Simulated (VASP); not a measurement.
# CO2 (Pa-3) in VASP: single point with PBE+D3(BJ)

Aim: the single point of CO2 with PBE+D3(BJ).

All numbers are computed with VASP 6.6.1; they aren't measurements. Logs are shortened: lines on timing, memory, paths and dates and some standing lists are left out, and cuts for length are marked.

## (1) The cell of the first run

Symmetry: Pa-3, No. 205, cubic system. The conventional cell has a = 5.710 Å, b = 5.710 Å, c = 5.710 Å, α = 90.00°, β = 90.00°, γ = 90.00°. Within 1.6 Å of C (site symmetry -3) lie 2 O at 1.17 Å. O (site symmetry 3) has 1 C at 1.17 Å within 1.6 Å.

## (2) Single point, PBE+D3(BJ)

File INCAR:

```
SYSTEM = CO2
PREC = Accurate ; ENCUT = 1340
EDIFF = 1E-6 ; ISMEAR = -1
SIGMA = 0.02 ; LREAL = .False.
LASPH = .True. ; NELM = 120
ALGO = Normal ; ISIF = 2
LWAVE = .False. ; LCHARG = .False.
GGA = PE ; IVDW = 12
NBANDS = 44 ; GGA_COMPAT = .False.
```

File KPOINTS:

```
Automatic mesh
0
Gamma
  4 4 4
  0 0 0
```

File POSCAR:

```
CO2
1.0
    5.7102880717      0.0000000000      0.0000000000
    0.0000000000      5.7102880717      0.0000000000
    0.0000000000      0.0000000000      5.7102880717
C O
4 8
Direct
    0.0000000000      0.0000000000      0.0000000000
    0.5000000000      0.0000000000      0.5000000000
    0.5000000000      0.5000000000      0.0000000000
    0.0000000000      0.5000000000      0.5000000000
    0.1181858123      0.1181858123      0.1181858123
    0.3818141877      0.8818141877      0.6181858123
    0.6181858123      0.3818141877      0.8818141877
    0.8818141877      0.6181858123      0.3818141877
    0.8818141877      0.8818141877      0.8818141877
    0.6181858123      0.1181858123      0.3818141877
    0.3818141877      0.6181858123      0.1181858123
    0.1181858123      0.3818141877      0.6181858123
```

Potentials or basis: VASP PAW PBE potentials, release 64 (C_h, O_h).

Launch:

```
> cat potpaw_PBE.64/C_h/POTCAR potpaw_PBE.64/O_h/POTCAR > POTCAR
> mpirun -np 1 vasp_std > vasp.out
```

OUTCAR:

```text
SYSTEM = CO2
   PREC = Accurate
   ENCUT = 1340
   EDIFF = 1E-6
   ISMEAR = -1
   LREAL = .False.
   LASPH = .True.
   NELM = 120
   ISIF = 2
   GGA = PE
   IVDW = 12
 IVDW          = 12

 ion  position               nearest neighbor table
   1  0.000  0.000  0.000-   5 1.17   9 1.17
   2  0.500  0.000  0.500-   6 1.17  10 1.17
   3  0.500  0.500  0.000-   7 1.17  11 1.17
   4  0.000  0.500  0.500-   8 1.17  12 1.17
   5  0.118  0.118  0.118-   1 1.17
   6  0.382  0.882  0.618-   2 1.17
   7  0.618  0.382  0.882-   3 1.17
   8  0.882  0.618  0.382-   4 1.17
   9  0.882  0.882  0.882-   1 1.17
  10  0.618  0.118  0.382-   2 1.17
  11  0.382  0.618  0.118-   3 1.17
  12  0.118  0.382  0.618-   4 1.17

  LATTYP: Found a simple cubic cell.
 ALAT       =     5.7102880717

  Lattice vectors:

 A1 = (   5.7102880717,   0.0000000000,   0.0000000000)
 A2 = (   0.0000000000,   5.7102880717,   0.0000000000)
 A3 = (   0.0000000000,   0.0000000000,   5.7102880717)

Analysis of symmetry for initial positions (statically):
=====================================================================
 Subroutine PRICEL returns:
 Original cell was already a primitive cell.

 Routine SETGRP: Setting up the symmetry group for a
 simple cubic supercell.

 Subroutine GETGRP returns: Found 24 space group operations
 (whereof  6 operations were pure point group operations)
 out of a pool of 48 trial point group operations.

The static configuration has the point symmetry S_6 .
 The point group associated with its full space group is T_h .

Analysis of symmetry for dynamics (positions and initial velocities):
=====================================================================
 Subroutine PRICEL returns:
 Original cell was already a primitive cell.

 Routine SETGRP: Setting up the symmetry group for a
 simple cubic supercell.

 Subroutine GETGRP returns: Found 24 space group operations
 (whereof  6 operations were pure point group operations)
 out of a pool of 48 trial point group operations.

The dynamic configuration has the point symmetry S_6 .
 The point group associated with its full space group is T_h .

 Subroutine INISYM returns: Found 24 space group operations
 (whereof  6 operations are pure point group operations),
 and found     1 'primitive' translations
[... 107 lines left out ...]
   ISIF   =      2    stress and relaxation
   ISYM   =      2    0-nonsym 1-usesym 2-fastsym
   POTIM  = 0.5000    time-step for ionic-motion
   TEBEG  =    0.0;   TEEND  =   0.0 temperature during run
   PSTRESS=    0.0 pullay stress
   NELECT =      64.0000    total number of electrons
   NUPDOWN=      -1.0000    fix difference up-down
   EMIN   =  10.00;   EMAX   =-10.00  energy-range for DOS
   EFERMI =   0.00;   METHOD = LEGACY
   ISMEAR =    -1;   SIGMA  =   0.02  broadening in eV -4-tet -1-fermi 0-gaus
   EFERMI_NEDOS =   21; number of points for ismear=-14 and -15
   IALGO  =     38    algorithm
   IMIX   =      4    mixing-type and parameters
     AMIX     =   0.40;   BMIX     =  1.00
     AMIX_MAG =   1.60;   BMIX_MAG =  1.00
  volume/ion in A,a.u.               =      15.52       104.71
  Fermi-wavevector in a.u.,A,eV,Ry     =   1.146771  2.167083 17.892809  1.315084
  Thomas-Fermi vector in A             =   2.283454
   LORBIT       =      0    0 simple, 1 ext, 2 COOP (PROOUT), +10 PAW based schemes
   GGA     = PE    functional components
   LHFCALC =     F    Hartree Fock is set to
   AEXX    =    0.0000 exact exchange contribution
   IVDW    =    12    specifies the selected vdW correction
   LEPSILON=     F    determine dielectric tensor
   LRPA    =     F    only Hartree local field effects (RPA)
 non-spin polarized calculation
  energy-cutoff  :     1340.00
  volume of cell :      186.20
 maximum number of plane-waves:     20772
 NGX is ok and might be reduce to    70
   NGX = 35   NGY = 35   NGZ = 35

 number of electron      63.9999990 magnetization

 Free energy of the ion-electron system (eV)
  ---------------------------------------------------
  ext. energy  EPLUGINS =         0.00000000
  ---------------------------------------------------
  free energy    TOTEN  =       -93.26040993 eV

  energy without entropy =      -93.26040993  energy(sigma->0) =      -93.26040993

 E-fermi :  -2.9604     XC(G=0):  -7.6452

 val. band max:       -3.4504981841   @ k =   0.0000   0.0000   0.0000
 cond. band min:       3.2981901958   @ k =   0.0000   0.0000   0.0000
 fundamental gap:      6.7486883799
 Fermi energy:        -2.9604356930

 k-point     1 :       0.0000    0.0000    0.0000
  band No.  band energies     occupation
      1     -23.8900      2.00000
      2     -23.7153      2.00000
      3     -23.7153      2.00000
      4     -23.7153      2.00000
      5     -22.7770      2.00000
      6     -22.7770      2.00000
[... 506 lines left out ...]
     43       6.1366      0.00000
     44       6.1366      0.00000

------------------------ aborting loop because EDIFF is reached ----------------------------------------

 Edisp (eV)   -0.78947

 E8    (eV) :    -0.2008

  FORCE on cell =-STRESS in cart. coord.  units (eV):
  Direction    XX          YY          ZZ          XY          YZ          ZX
  --------------------------------------------------------------------------------------
  -------------------------------------------------------------------------------------
  Total      -0.26192    -0.26192    -0.26192    -0.00000    -0.00000    -0.00000
  in kB      -2.25377    -2.25377    -2.25377    -0.00000    -0.00000    -0.00000
  external pressure =       -2.25 kB  Pullay stress =        0.00 kB

 VOLUME and BASIS-vectors are now :
 -----------------------------------------------------------------------------
  energy-cutoff  :     1340.00
  volume of cell :      186.20
      direct lattice vectors                 reciprocal lattice vectors
     5.710288072  0.000000000  0.000000000     0.175122514  0.000000000  0.000000000
     0.000000000  5.710288072  0.000000000     0.000000000  0.175122514  0.000000000
     0.000000000  0.000000000  5.710288072     0.000000000  0.000000000  0.175122514

 POSITION                                       TOTAL-FORCE (eV/Angst)
 -----------------------------------------------------------------------------------
      0.00000      0.00000      0.00000         0.000000      0.000000      0.000000
      2.85514      0.00000      2.85514         0.000000      0.000000      0.000000
      2.85514      2.85514      0.00000         0.000000      0.000000      0.000000
      0.00000      2.85514      2.85514         0.000000      0.000000      0.000000
      0.67488      0.67488      0.67488        -0.000358     -0.000358     -0.000358
      2.18027      5.03541      3.53002         0.000358      0.000358     -0.000358
      3.53002      2.18027      5.03541        -0.000358      0.000358      0.000358
      5.03541      3.53002      2.18027         0.000358     -0.000358      0.000358
      5.03541      5.03541      5.03541         0.000358      0.000358      0.000358
      3.53002      0.67488      2.18027        -0.000358     -0.000358      0.000358
      2.18027      3.53002      0.67488         0.000358     -0.000358     -0.000358
      0.67488      2.18027      3.53002        -0.000358      0.000358     -0.000358
 -----------------------------------------------------------------------------------
    total drift:                                0.000000      0.000000      0.000000

  FREE ENERGIE OF THE ION-ELECTRON SYSTEM (eV)
  ---------------------------------------------------
  free  energy   TOTEN  =       -94.0498799669 eV

  energy  without entropy=      -94.0498799669  energy(sigma->0) =      -94.04987997
```

It took 7.9 min on 1 thread of Intel Xeon Platinum 8375C at 2.90GHz (Ice Lake), shared host; peak memory 0.78 GiB.

Results:

```yaml
Free_energy: -94.0499 eV
Pressure: -0.2 GPa
Band_gap_on_the_k_mesh: 6.75 eV
Dispersion_energy_per_atom: -0.066 eV
```

A k mesh can miss the band edges. As with any semilocal functional, this PBE gap is likely too small.
